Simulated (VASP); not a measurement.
# CaAs2Pd2 (I4/mmm) in VASP: single point with LDA

Aim: the single point of CaAs2Pd2 with LDA.

Program: VASP 6.6.1. These are calculated values, not measurements. Logs are shortened: lines on timing, memory, paths and dates and some standing lists are left out, and cuts for length are marked.

## (1) The cell of the first run

The structure is tetragonal, space group I4/mmm (No. 139). Conventional cell: a = 4.231 Å, b = 4.231 Å, c = 10.059 Å, α = 90.00°, β = 90.00°, γ = 90.00°. Within 4.3 Å of Ca (site symmetry 4/mmm) lie 10 As at 3.23 to 3.81 Å and 8 Pd at 3.29 Å and 4 Ca at 4.23 Å. As (site symmetry 4mm) has 1 As at 2.43 Å and 4 Pd at 2.48 Å and 4 Ca at 3.23 Å within 3.3 Å. Within 3.3 Å of Pd (site symmetry -4m2) lie 4 As at 2.48 Å and 4 Pd at 2.99 Å and 4 Ca at 3.29 Å.

## (2) Single point, LDA

Contents of INCAR:

```
SYSTEM = CaAs2Pd2
PREC     = Accurate       ! precision mode
ENCUT    = 520            ! plane-wave cutoff, eV
EDIFF    = 1E-7           ! SCF threshold, eV
ISMEAR   = -1             ! smearing method
SIGMA    = 0.15           ! smearing width, eV
LREAL    = .FALSE.        ! projectors in reciprocal space
LASPH    = .TRUE.         ! aspherical terms in the spheres
NELM     = 100            ! most SCF steps
ALGO     = Normal         ! electronic algorithm
ISIF     = 2              ! what is computed and relaxed
LWAVE    = .FALSE.        ! write WAVECAR
LCHARG   = .TRUE.         ! write CHGCAR
GGA      = CA             ! functional
LELF     = .TRUE.         ! ELF
LVHAR    = .TRUE.       
NBANDS   = 28             ! bands
```

Contents of KPOINTS:

```
Automatic mesh
0
G
  12 12 12
  0 0 0
```

Contents of POSCAR:

```
CaAs2Pd2
1.0
   -2.1156208137      2.1156208137      5.0294777287
    2.1156208137     -2.1156208137      5.0294777287
    2.1156208137      2.1156208137     -5.0294777287
Ca As Pd
1 2 2
Direct
    0.0000000000      0.0000000000      0.0000000000
    0.3792298193      0.3792298193      0.0000000000
    0.6207701807      0.6207701807      0.0000000000
    0.7500000000      0.2500000000      0.5000000000
    0.2500000000      0.7500000000      0.5000000000
```

Potentials or basis: VASP PAW LDA potentials, release 64 (Ca_sv, As, Pd).

Launch:

```
$ cat potpaw_LDA.64/Ca_sv/POTCAR potpaw_LDA.64/As/POTCAR potpaw_LDA.64/Pd/POTCAR > POTCAR
$ mpirun -np 1 vasp_std > vasp.out
```

OUTCAR:

```text
SYSTEM = CaAs2Pd2
   PREC = Accurate
   ENCUT = 520
   EDIFF = 1E-7
   ISMEAR = -1
   LREAL = .FALSE.
   LASPH = .TRUE.
   NELM = 100
   ISIF = 2
   GGA = CA

 ion  position               nearest neighbor table
   1  0.000  0.000  0.000-   4 3.29   5 3.29   4 3.29   5 3.29   4 3.29   5 3.29   4 3.29   5 3.29

   2  0.379  0.379  0.000-   3 2.43   5 2.48   4 2.48   4 2.48   5 2.48
   3  0.621  0.621  0.000-   2 2.43   4 2.48   5 2.48   4 2.48   5 2.48
   4  0.750  0.250  0.500-   2 2.48   3 2.48   2 2.48   3 2.48   5 2.99   5 2.99   5 2.99   5 2.99
                             1 3.29   1 3.29   1 3.29   1 3.29
   5  0.250  0.750  0.500-   2 2.48   3 2.48   2 2.48   3 2.48   4 2.99   4 2.99   4 2.99   4 2.99
                             1 3.29   1 3.29   1 3.29   1 3.29

  LATTYP: Found a body centered tetragonal cell.
 ALAT       =     4.2312416274
 C/A-ratio  =     2.3773058462

  Lattice vectors:

 A1 = (  -2.1156208137,   2.1156208137,   5.0294777287)
 A2 = (   2.1156208137,  -2.1156208137,   5.0294777287)
 A3 = (   2.1156208137,   2.1156208137,  -5.0294777287)

Analysis of symmetry for initial positions (statically):
=====================================================================
 Subroutine PRICEL returns:
 Original cell was already a primitive cell.

 Routine SETGRP: Setting up the symmetry group for a
 body centered tetragonal supercell.

 Subroutine GETGRP returns: Found 16 space group operations
 (whereof 16 operations were pure point group operations)
 out of a pool of 16 trial point group operations.

The static configuration has the point symmetry D_4h.

Analysis of symmetry for dynamics (positions and initial velocities):
=====================================================================
 Subroutine PRICEL returns:
 Original cell was already a primitive cell.

 Routine SETGRP: Setting up the symmetry group for a
 body centered tetragonal supercell.

 Subroutine GETGRP returns: Found 16 space group operations
 (whereof 16 operations were pure point group operations)
 out of a pool of 16 trial point group operations.

The dynamic configuration has the point symmetry D_4h.

 Subroutine INISYM returns: Found 16 space group operations
 (whereof 16 operations are pure point group operations),
 and found     1 'primitive' translations

----------------------------------------------------------------------------------------

                                     Primitive cell

  volume of cell :      90.0448

[... 97 lines left out ...]
   NSW    =      0    number of steps for IOM
   IBRION =     -1    ionic relax: 0-MD 1-quasi-New 2-CG
   NFREE  =      0    steps in history (QN), initial steepest desc. (CG)
   ISIF   =      2    stress and relaxation
   ISYM   =      2    0-nonsym 1-usesym 2-fastsym
   POTIM  = 0.5000    time-step for ionic-motion
   TEBEG  =    0.0;   TEEND  =   0.0 temperature during run
   PSTRESS=    0.0 pullay stress
   NELECT =      40.0000    total number of electrons
   NUPDOWN=      -1.0000    fix difference up-down
   EMIN   =  10.00;   EMAX   =-10.00  energy-range for DOS
   EFERMI =   0.00;   METHOD = LEGACY
   ISMEAR =    -1;   SIGMA  =   0.15  broadening in eV -4-tet -1-fermi 0-gaus
   EFERMI_NEDOS =   21; number of points for ismear=-14 and -15
   IALGO  =     38    algorithm
   IMIX   =      4    mixing-type and parameters
     AMIX     =   0.40;   BMIX     =  1.00
     AMIX_MAG =   1.60;   BMIX_MAG =  1.00
  volume/ion in A,a.u.               =      18.01       121.53
  Fermi-wavevector in a.u.,A,eV,Ry     =   1.249133  2.360519 21.229619  1.560333
  Thomas-Fermi vector in A             =   2.383188
   LORBIT       =      0    0 simple, 1 ext, 2 COOP (PROOUT), +10 PAW based schemes
   GGA     = CA    functional components
   LHFCALC =     F    Hartree Fock is set to
   AEXX    =    0.0000 exact exchange contribution
   IVDW    =     0    specifies the selected vdW correction
   LEPSILON=     F    determine dielectric tensor
   LRPA    =     F    only Hartree local field effects (RPA)
 non-spin polarized calculation
  energy-cutoff  :      520.00
  volume of cell :       90.04
 maximum number of plane-waves:      2444
 NGX is ok and might be reduce to    48
   NGX = 21   NGY = 21   NGZ = 21

 number of electron      40.0000001 magnetization

 Free energy of the ion-electron system (eV)
  ---------------------------------------------------
  ext. energy  EPLUGINS =         0.00000000
  ---------------------------------------------------
  free energy    TOTEN  =       -29.98905460 eV

  energy without entropy =      -29.84718239  energy(sigma->0) =      -29.91811850

 E-fermi :   7.4865     XC(G=0): -11.4661

 val. band max:        7.4828012254   @ k =  -0.3333   0.5000   0.1667
 cond. band min:       7.5103335063   @ k =  -0.1667   0.0833  -0.0000
 fundamental gap:      0.0275322809
 Fermi energy:         7.4864712131

 k-point     1 :       0.0000    0.0000    0.0000
  band No.  band energies     occupation
      1     -33.0715      2.00000
      2     -14.4088      2.00000
      3     -14.4088      2.00000
      4     -14.3950      2.00000
      5      -6.0846      2.00000
      6      -3.2788      2.00000
[... 733 lines left out ...]
     27      11.8500      0.00000
     28      12.3590      0.00000

 [... further k-points ...]

------------------------ aborting loop because EDIFF is reached ----------------------------------------

  FORCE on cell =-STRESS in cart. coord.  units (eV):
  Direction    XX          YY          ZZ          XY          YZ          ZX
  --------------------------------------------------------------------------------------
  -------------------------------------------------------------------------------------
  Total        0.2767020      0.2767020      0.3193897      0.0000000      0.0000000     -0.0000000
  in kB        4.9233902      4.9233902      5.6829377      0.0000000      0.0000000     -0.0000000
  external PRESSURE =       5.1765727 kB  Pullay stress =       0.0000000 kB

 VOLUME and BASIS-vectors are now :
 -----------------------------------------------------------------------------
  energy-cutoff  :      520.00
  volume of cell :       90.04
      direct lattice vectors                 reciprocal lattice vectors
    -2.115620814  2.115620814  5.029477729     0.000000000  0.236337248  0.099413901
     2.115620814 -2.115620814  5.029477729     0.236337248  0.000000000  0.099413901
     2.115620814  2.115620814 -5.029477729     0.236337248  0.236337248  0.000000000

 POSITION                                       TOTAL-FORCE (eV/Angst)
 -----------------------------------------------------------------------------------
      0.00000      0.00000      0.00000         0.000000      0.000000      0.000000
      0.00000      0.00000      3.81466         0.000000      0.000000      0.014470
      0.00000      0.00000      6.24430        -0.000000     -0.000000     -0.014470
     -0.00000      2.11562      2.51474         0.000000      0.000000      0.000000
      2.11562     -0.00000      2.51474         0.000000      0.000000      0.000000
 -----------------------------------------------------------------------------------
    total drift:                                0.000000     -0.000000      0.000000

  FREE ENERGIE OF THE ION-ELECTRON SYSTEM (eV)
  ---------------------------------------------------
  free  energy   TOTEN  =       -29.9890546046 eV

  energy  without entropy=      -29.8471823939  energy(sigma->0) =      -29.91811850
```

OSZICAR:

```text
N       E                     dE             d eps       ncg     rms          rms(c)
DAV:   1     0.270660716736E+03    0.27066E+03   -0.19228E+04  9128   0.136E+03
DAV:   2    -0.168945893874E+02   -0.28756E+03   -0.27843E+03  9784   0.322E+02
DAV:   3    -0.301603825974E+02   -0.13266E+02   -0.13031E+02 12356   0.646E+01
DAV:   4    -0.306422589010E+02   -0.48188E+00   -0.48000E+00 14304   0.100E+01
DAV:   5    -0.306475791146E+02   -0.53202E-02   -0.53184E-02 11592   0.106E+00    0.132E+01
DAV:   6    -0.301982216413E+02    0.44936E+00   -0.38498E+00 11332   0.142E+01    0.749E+00
DAV:   7    -0.300346932810E+02    0.16353E+00   -0.86440E-01 11252   0.745E+00    0.430E+00
DAV:   8    -0.299921372124E+02    0.42556E-01   -0.86313E-02 10664   0.196E+00    0.439E-01
DAV:   9    -0.299890642947E+02    0.30729E-02   -0.12507E-02 11068   0.748E-01    0.206E-01
DAV:  10    -0.299890626815E+02    0.16132E-05   -0.15665E-03 12004   0.241E-01    0.970E-02
DAV:  11    -0.299890582638E+02    0.44177E-05   -0.24098E-04 11740   0.986E-02    0.187E-02
DAV:  12    -0.299890550564E+02    0.32074E-05   -0.36276E-05 11396   0.438E-02    0.812E-03
DAV:  13    -0.299890545877E+02    0.46868E-06   -0.41840E-06 11312   0.149E-02    0.259E-03
DAV:  14    -0.299890546046E+02   -0.16865E-07   -0.33432E-07 10312   0.267E-03
   1 F= -.29989055E+02 E0= -.29918118E+02  d E =-.141872E+00
```

stdout:

```text
POSCAR found type information on POSCAR CaAsPd
 POSCAR found :  3 types and       5 ions
 scaLAPACK will be used
 LDA part: xc-table for (Slater(with rela. corr.)+CA(PZ))
 , standard interpolation
 POSCAR, INCAR and KPOINTS ok, starting setup
 FFT: planning ... GRIDC
 FFT: planning ... GRID_SOFT
 FFT: planning ... GRID
 WAVECAR not read
 entering main loop
```

Run time: 7.8 min. Hardware: 1 thread of AMD EPYC 9R45 (Zen 5), shared host; peak memory 0.54 GiB.

What came out:

* Free energy: -29.9891 eV
* Pressure: 0.5 GPa
* Largest force: 0.014 eV/Å
* Band gap on the k mesh: zero (bands 20 and 21 overlap by 2.19 eV)

Forces in eV/Å, atoms in the order of the input:
```
Ca   0.000  0.000  0.000
As   0.000  0.000  0.014
As   0.000  0.000 -0.014
Pd   0.000  0.000  0.000
Pd   0.000  0.000  0.000
```

The gap in the log of VASP goes by the Fermi energy; the results here count the filled bands.